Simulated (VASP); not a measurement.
Write the native input for VASP 6.6.1 that does the following.

| Item | Value |
| --- | --- |
| Task | single point |
| Functional | PBE |
| Potentials or basis | VASP PAW PBE potentials, release 64 (W_sv, N) |
| Cutoff | 520 eV |
| k mesh | 24 × 24 × 24 |
| Occupations | gaussian, width 0.1 eV |
| Spin | no spin polarisation |
| Dipole correction | no |
| Further INCAR settings | ALGO = Normal; EDIFF = 1e-07; NBANDS = 24 |

The structure of W2N lies in POSCAR:

```
W2N
1.0
   -1.3605956446      1.3605956446      4.9163293646
    1.3605956446     -1.3605956446      4.9163293646
    1.3605956446      1.3605956446     -4.9163293646
W N
2 1
Direct
    0.6392219216      0.6392219216      0.0000000000
    0.3607780784      0.3607780784      0.0000000000
    0.0000000000      0.0000000000      0.0000000000
```

The input as run:

INCAR

```
SYSTEM = W2N
ALGO = Normal
EDIFF = 1E-7
ENCUT = 520
GGA = PE
ISIF = 2
ISMEAR = 0
LASPH = .True.
LCHARG = .True.
LELF = .True.
LREAL = .False.
LVHAR = .True.
LWAVE = .False.
NBANDS = 24
NELM = 80
PREC = Accurate
SIGMA = 0.1
```

KPOINTS

```
k-points
0
Gamma
  24 24 24
  0 0 0
```

Potentials or basis: VASP PAW PBE potentials, release 64 (W_sv, N).

The run is started by

```sh
$ cat potpaw_PBE.64/W_sv/POTCAR potpaw_PBE.64/N/POTCAR > POTCAR
$ mpirun -np 1 vasp_std > vasp.out
```

It gave:

```json
{
 "Pressure": "1.1 GPa",
 "Largest force": "0.051 eV/Å",
 "Band gap on the k mesh": "zero (an odd number of electrons rules out a gap without spin polarisation)"
}
```

Caveat: spin-orbit coupling is left out, which moves the levels of the heavy elements.

Wall time 49 min on 1 thread of Intel Xeon 8259CL, with other jobs on the host, peak memory 0.88 GiB.
